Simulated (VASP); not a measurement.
# Bi2Te3 (R3m) in VASP: notebook

Bi2Te3 is run at these levels: PBE; tasks: electric field gradients.

All numbers are computed with VASP 6.6.1; they aren't measurements. Logs are shortened: lines on timing, memory, paths and dates and some standing lists are left out, and cuts for length are marked.

### 1 The cell of the first run

Symmetry: R3m, No. 160, trigonal system. Conventional cell: a = 4.417 Å, b = 4.417 Å, c = 29.840 Å, α = 90.00°, β = 90.00°, γ = 120.00°. Bi (site symmetry 3m) has 3 Te at 3.03 Å and 3 Bi at 3.43 Å within 4.0 Å. Bi (site symmetry 3m) has 9 Te at 3.27 to 4.68 Å and 9 Bi at 3.43 to 4.42 Å within 4.7 Å. Te (site symmetry 3m) has 6 Te at 3.04 to 3.45 Å within 4.0 Å. Within 4.0 Å of Te (site symmetry 3m) lie 3 Bi at 3.03 Å and 3 Te at 3.45 Å. Te (site symmetry 3m) has 3 Te at 3.04 Å and 3 Bi at 3.27 Å within 4.0 Å.

### 2 Electric field gradients, PBE

File INCAR:

```
ALGO = Normal
EDIFF = 1E-8
ENCUT = 520
GGA = PE
ISIF = 2
ISMEAR = -1
LASPH = True
LCHARG = False
LEFG = True
LREAL = False
LWAVE = False
NBANDS = 32
NELM = 100
PREC = Accurate
SIGMA = 0.08
```

File KPOINTS:

```
k-points
0
Gamma
  8 8 8
```

File POSCAR:

```
Bi2Te3
1.0
    2.2085012539      1.2750787934      9.9466700000
   -2.2085012539      1.2750787934      9.9466700000
    0.0000000000     -2.5501575869      9.9466700000
Bi Te
2 3
Direct
    0.8120000000      0.8120000000      0.8120000000
    0.4020000000      0.4020000000      0.4020000000
    0.6110000000      0.6110000000      0.6110000000
    0.2000000000      0.2000000000      0.2000000000
    0.0000000000      0.0000000000      0.0000000000
```

Potentials or basis: VASP PAW PBE potentials, release 64 (Bi_d, Te).

Run with:

```
$ cat potpaw_PBE.64/Bi_d/POTCAR potpaw_PBE.64/Te/POTCAR > POTCAR
$ mpirun -np 1 vasp_std > vasp.out
```

OUTCAR:

```text
EDIFF = 1E-8
   ENCUT = 520
   GGA = PE
   ISIF = 2
   ISMEAR = -1
   LASPH = True
   LREAL = False
   NELM = 100
   PREC = Accurate

 ion  position               nearest neighbor table
   1  0.812  0.812  0.812-   4 3.03   4 3.03   4 3.03   2 3.43   2 3.43   2 3.43
   2  0.402  0.402  0.402-   5 3.27   5 3.27   5 3.27   1 3.43   1 3.43   1 3.43
   3  0.611  0.611  0.611-   5 3.04   5 3.04   5 3.04   4 3.45   4 3.45   4 3.45
   4  0.200  0.200  0.200-   1 3.03   1 3.03   1 3.03   3 3.45   3 3.45   3 3.45
   5  0.000  0.000  0.000-   3 3.04   3 3.04   3 3.04   2 3.27   2 3.27   2 3.27

  LATTYP: Found a trigonal (rhomboedric) cell.
 ALAT       =    10.2683761037
 COS(alpha) =     0.9074829532

  Lattice vectors:

 A1 = (   2.2085012539,   1.2750787934,   9.9466700000)
 A2 = (  -2.2085012539,   1.2750787934,   9.9466700000)
 A3 = (   0.0000000000,  -2.5501575869,   9.9466700000)

Analysis of symmetry for initial positions (statically):
=====================================================================
 Subroutine PRICEL returns:
 Original cell was already a primitive cell.

 Routine SETGRP: Setting up the symmetry group for a
 trigonal (rhombohedral) supercell.

 Subroutine GETGRP returns: Found  6 space group operations
 (whereof  6 operations were pure point group operations)
 out of a pool of 12 trial point group operations.

The static configuration has the point symmetry C_3v.

Analysis of symmetry for dynamics (positions and initial velocities):
=====================================================================
 Subroutine PRICEL returns:
 Original cell was already a primitive cell.

 Routine SETGRP: Setting up the symmetry group for a
 trigonal (rhombohedral) supercell.

 Subroutine GETGRP returns: Found  6 space group operations
 (whereof  6 operations were pure point group operations)
 out of a pool of 12 trial point group operations.

The dynamic configuration has the point symmetry C_3v.

 Subroutine INISYM returns: Found  6 space group operations
 (whereof  6 operations are pure point group operations),
 and found     1 'primitive' translations

----------------------------------------------------------------------------------------

                                     Primitive cell

  volume of cell :     168.0597

  direct lattice vectors                    reciprocal lattice vectors
     2.208501254  1.275078793  9.946670000     0.226397879  0.130710876  0.033512053
    -2.208501254  1.275078793  9.946670000    -0.226397879  0.130710876  0.033512053
     0.000000000 -2.550157587  9.946670000     0.000000000 -0.261421753  0.033512053

  length of vectors
    10.268376104 10.268376104 10.268376104     0.263560981  0.263560981  0.263560981

  position of ions in fractional coordinates (direct lattice)
     0.812000000  0.812000000  0.812000000
     0.402000000  0.402000000  0.402000000
     0.611000000  0.611000000  0.611000000
     0.200000000  0.200000000  0.200000000
     0.000000000  0.000000000  0.000000000

  ion indices of the primitive-cell ions
   primitive index   ion index
                 1           1
                 2           2
                 3           3
                 4           4
                 5           5

----------------------------------------------------------------------------------------

 KPOINTS: k-points

Automatic generation of k-mesh.
 Grid dimensions read from file:
 generate k-points for:    8    8    8

 Generating k-lattice:

  Cartesian coordinates                     Fractional coordinates (reciprocal lattice)
     0.028299735  0.016338860  0.004189007     0.125000000 -0.000000000  0.000000000
    -0.028299735  0.016338860  0.004189007    -0.000000000  0.125000000  0.000000000
     0.000000000 -0.032677719  0.004189007     0.000000000  0.000000000  0.125000000

  Length of vectors
     0.032945123  0.032945123  0.032945123

  Shift w.r.t. Gamma in fractional coordinates (k-lattice)
     0.000000000  0.000000000  0.000000000

 Subroutine IBZKPT returns following result:
 ===========================================

 Found     65 irreducible k-points:

 Following reciprocal coordinates:
            Coordinates               Weight
  0.000000  0.000000  0.000000      1.000000
  0.125000  0.000000  0.000000      6.000000
  0.250000  0.000000  0.000000      6.000000
  0.375000  0.000000  0.000000      6.000000
  0.500000  0.000000  0.000000      3.000000
  0.125000  0.125000  0.000000      6.000000
[... 16 lines left out ...]
  0.250000  0.125000  0.125000      6.000000
  0.375000  0.125000  0.125000      6.000000
 [... further k-points ...]
   k-points           NKPTS =     65   k-points in BZ     NKDIM =     65   number of bands    NBANDS=     32
   number of dos      NEDOS =    301   number of ions     NIONS =      5
   total plane-waves  NPLWV = 512000
   dimension x,y,z NGX =    80 NGY =   80 NGZ =   80
   dimension x,y,z NGXF=   160 NGYF=  160 NGZF=  160
   ions per type =               2   3
   NGX,Y,Z   is equivalent  to a cutoff of  12.95, 12.95, 12.95 a.u.
   NGXF,Y,Z  is equivalent  to a cutoff of  25.90, 25.90, 25.90 a.u.
 SYSTEM =  unknown system
   PREC   = accura    normal or accurate (medium, high low for compatibility)
   ISTART =      0    job   : 0-new  1-cont  2-samecut
   ICHARG =      2    charge: 1-file 2-atom 10-const
   ISPIN  =      1    spin polarized calculation?
   LNONCOLLINEAR =      F non collinear calculations
   LSORBIT =      F    spin-orbit coupling
   LASPH  =      T    aspherical Exc in radial PAW
   ENCUT  =  520.0 eV  38.22 Ry    6.18 a.u.  19.09 19.09 19.09*2*pi/ulx,y,z
   NELM   =    100;   NELMIN=  2; NELMDL= -5     # of ELM steps
   EDIFF  = 0.1E-07   stopping-criterion for ELM
   LREAL  =      F    real-space projection
   EDIFFG = 0.1E-06   stopping-criterion for IOM
   NSW    =      0    number of steps for IOM
   IBRION =     -1    ionic relax: 0-MD 1-quasi-New 2-CG
   NFREE  =      0    steps in history (QN), initial steepest desc. (CG)
   ISIF   =      2    stress and relaxation
   ISYM   =      2    0-nonsym 1-usesym 2-fastsym
   POTIM  = 0.5000    time-step for ionic-motion
   TEBEG  =    0.0;   TEEND  =   0.0 temperature during run
   PSTRESS=    0.0 pullay stress
   NELECT =      48.0000    total number of electrons
   NUPDOWN=      -1.0000    fix difference up-down
   EMIN   =  10.00;   EMAX   =-10.00  energy-range for DOS
   EFERMI =   0.00;   METHOD = LEGACY
   ISMEAR =    -1;   SIGMA  =   0.08  broadening in eV -4-tet -1-fermi 0-gaus
   EFERMI_NEDOS =   21; number of points for ismear=-14 and -15
   IALGO  =     38    algorithm
   IMIX   =      4    mixing-type and parameters
     AMIX     =   0.40;   BMIX     =  1.00
     AMIX_MAG =   1.60;   BMIX_MAG =  1.00
  volume/ion in A,a.u.               =      33.61       226.82
  Fermi-wavevector in a.u.,A,eV,Ry     =   1.078121  2.037353 15.814652  1.162344
  Thomas-Fermi vector in A             =   2.214051
   LORBIT       =      0    0 simple, 1 ext, 2 COOP (PROOUT), +10 PAW based schemes
   GGA     = PE    functional components
   LHFCALC =     F    Hartree Fock is set to
   AEXX    =    0.0000 exact exchange contribution
   IVDW    =     0    specifies the selected vdW correction
   LEPSILON=     F    determine dielectric tensor
   LRPA    =     F    only Hartree local field effects (RPA)
 non-spin polarized calculation
  energy-cutoff  :      520.00
  volume of cell :      168.06
 maximum number of plane-waves:      4552
 NGX is ok and might be reduce to    80
   NGX = 39   NGY = 39   NGZ = 39

 number of electron      48.0000001 magnetization

 Free energy of the ion-electron system (eV)
  ---------------------------------------------------
  ext. energy  EPLUGINS =         0.00000000
  ---------------------------------------------------
  free energy    TOTEN  =       -16.91979289 eV

  energy without entropy =      -16.88565229  energy(sigma->0) =      -16.90272259

 E-fermi :   6.4655     XC(G=0):  -9.4030

 val. band max:        6.4302461055   @ k =   0.5000   0.5000   0.3750
 cond. band min:       6.4776293923   @ k =   0.1250   0.1250   0.1250
 fundamental gap:      0.0473832868
 Fermi energy:         6.4654508782

 k-point     1 :       0.0000    0.0000    0.0000
  band No.  band energies     occupation
      1     -16.6925      2.00000
      2     -16.6925      2.00000
      3     -16.6652      2.00000
      4     -16.6652      2.00000
      5     -16.6599      2.00000
      6     -16.1001      2.00000
[... 24 lines left out ...]
     31      11.0736      0.00000
     32      11.3536      0.00000

 k-point     2 :       0.1250    0.0000    0.0000
  band No.  band energies     occupation
      1     -16.6931      2.00000
      2     -16.6909      2.00000
      3     -16.6658      2.00000
      4     -16.6650      2.00000
      5     -16.6588      2.00000
      6     -16.1006      2.00000
[... 24 lines left out ...]
     31      10.6361      0.00000
     32      11.1919      0.00000

 k-point     3 :       0.2500    0.0000    0.0000
  band No.  band energies     occupation
      1     -16.6946      2.00000
      2     -16.6874      2.00000
      3     -16.6672      2.00000
      4     -16.6640      2.00000
      5     -16.6558      2.00000
      6     -16.1047      2.00000
[... 24 lines left out ...]
     31      10.0918      0.00000
     32      11.7428      0.00000

 k-point     4 :       0.3750    0.0000    0.0000
  band No.  band energies     occupation
      1     -16.6964      2.00000
      2     -16.6846      2.00000
      3     -16.6687      2.00000
      4     -16.6623      2.00000
      5     -16.6527      2.00000
      6     -16.1093      2.00000
[... 654 lines left out ...]
     31      11.0642      0.00000
     32      11.4142      0.00000

 k-point    23 :       0.2500    0.1250    0.1250
  band No.  band energies     occupation
      1     -16.6931      2.00000
      2     -16.6909      2.00000
      3     -16.6658      2.00000
      4     -16.6650      2.00000
      5     -16.6588      2.00000
      6     -16.1006      2.00000
[... 24 lines left out ...]
     31      10.6385      0.00000
     32      11.2933      0.00000

 k-point    24 :       0.3750    0.1250    0.1250
  band No.  band energies     occupation
      1     -16.6946      2.00000
      2     -16.6874      2.00000
      3     -16.6672      2.00000
      4     -16.6640      2.00000
      5     -16.6558      2.00000
      6     -16.1047      2.00000
[... 24 lines left out ...]
     31      10.2028      0.00000
     32      11.4817      0.00000

 [... further k-points ...]
[... 5 lines left out ...]
  --------------------------------------------------------------------------------------
  -------------------------------------------------------------------------------------
  Total        2.0399768      2.0399768      1.0814728      0.0000000     -0.0000000      0.0000000
  in kB       19.4478756     19.4478756     10.3100918      0.0000000     -0.0000000      0.0000000
  external PRESSURE =      16.4019477 kB  Pullay stress =       0.0000000 kB

 VOLUME and BASIS-vectors are now :
 -----------------------------------------------------------------------------
  energy-cutoff  :      520.00
  volume of cell :      168.06
      direct lattice vectors                 reciprocal lattice vectors
     2.208501254  1.275078793  9.946670000     0.226397879  0.130710876  0.033512053
    -2.208501254  1.275078793  9.946670000    -0.226397879  0.130710876  0.033512053
     0.000000000 -2.550157587  9.946670000     0.000000000 -0.261421753  0.033512053

 POSITION                                       TOTAL-FORCE (eV/Angst)
 -----------------------------------------------------------------------------------
      0.00000     -0.00000     24.23009         0.000000      0.000000     -0.863903
      0.00000     -0.00000     11.99568         0.000000      0.000000     -0.431789
      0.00000     -0.00000     18.23225         0.000000      0.000000     -0.717781
      0.00000     -0.00000      5.96800         0.000000     -0.000000      0.805086
      0.00000      0.00000      0.00000         0.000000     -0.000000      1.208386
 -----------------------------------------------------------------------------------
    total drift:                               -0.000000     -0.000000      0.000391

  FREE ENERGIE OF THE ION-ELECTRON SYSTEM (eV)
  ---------------------------------------------------
  free  energy   TOTEN  =       -16.9197928888 eV

  energy  without entropy=      -16.8856522932  energy(sigma->0) =      -16.90272259

 Electric field gradients (V/A^2)
---------------------------------------------------------------------
 ion       V_xx      V_yy      V_zz      V_xy      V_xz      V_yz
---------------------------------------------------------------------
   1      26.074    26.074   -52.149     0.000    -0.000     0.000
   2       1.576     1.576    -3.152     0.000    -0.000     0.000
   3      -4.138    -4.138     8.276    -0.000    -0.000     0.000
   4      -7.234    -7.234    14.468    -0.000    -0.000     0.000
   5     -11.973   -11.973    23.946     0.000    -0.000     0.000
---------------------------------------------------------------------

 Electric field gradients after diagonalization (V/A^2)
 (convention: |V_zz| > |V_xx| > |V_yy|)
----------------------------------------------------------------------
 ion       V_xx      V_yy      V_zz     asymmetry (V_yy - V_xx)/ V_zz
----------------------------------------------------------------------
   1      26.074    26.074   -52.149       0.000
   2       1.576     1.576    -3.152       0.000
   3      -4.138    -4.138     8.276       0.000
   4      -7.234    -7.234    14.468       0.000
   5     -11.973   -11.973    23.946       0.000
----------------------------------------------------------------------

           NMR quadrupolar parameters

 Cq : quadrupolar parameter    Cq=e*Q*V_zz/h
 eta: asymmetry parameters     (V_yy - V_xx)/ V_zz
 Q  : nuclear electric quadrupole moment in mb (millibarn)
----------------------------------------------------------------------
 ion       Cq(MHz)       eta       Q (mb)
----------------------------------------------------------------------
   1      -0.126       0.000       1.000
   2      -0.008       0.000       1.000
   3       0.020       0.000       1.000
   4       0.035       0.000       1.000
   5       0.058       0.000       1.000
----------------------------------------------------------------------
```

It took 30 min on 1 thread of AMD EPYC 9R45 (Zen 5), shared host; peak memory 1.1 GiB.

What came out:

```yaml
Free_energy: -16.9198 eV
Pressure: 1.6 GPa
Largest_force: 1.208 eV/Å
Band_gap_on_the_k_mesh: zero (bands 24 and 25 overlap by 0.17 eV)
Largest_electric_field_gradient_by_atom: Bi -52.1, -3.2; Te +8.3, +14.5, +23.9 V/Å²
```

Forces in eV/Å, atoms in the order of the input:
```
Bi   0.000  0.000 -0.864
Bi   0.000  0.000 -0.432
Te   0.000  0.000 -0.718
Te   0.000  0.000  0.805
Te   0.000  0.000  1.208
```

Electric field gradients, principal values (V/Å²):
```tsv
atom	least	middle	greatest (by size)
1 Bi	26.074	26.074	-52.149
2 Bi	1.576	1.576	-3.152
3 Te	-4.138	-4.138	8.276
4 Te	-7.234	-7.234	14.468
5 Te	-11.973	-11.973	23.946
```

Caveat: without QUAD_EFG the Cq values of the log hold for a quadrupole moment of 1 mb, not for the nuclei; spin-orbit coupling is left out, which moves the levels of the heavy elements; forces of over 1 eV/Å act on the atoms, so gaps and moduli don't describe the material at rest.

(Continued in part 2 of 2.)

The gap in the log of VASP goes by the Fermi energy; the results here count the filled bands.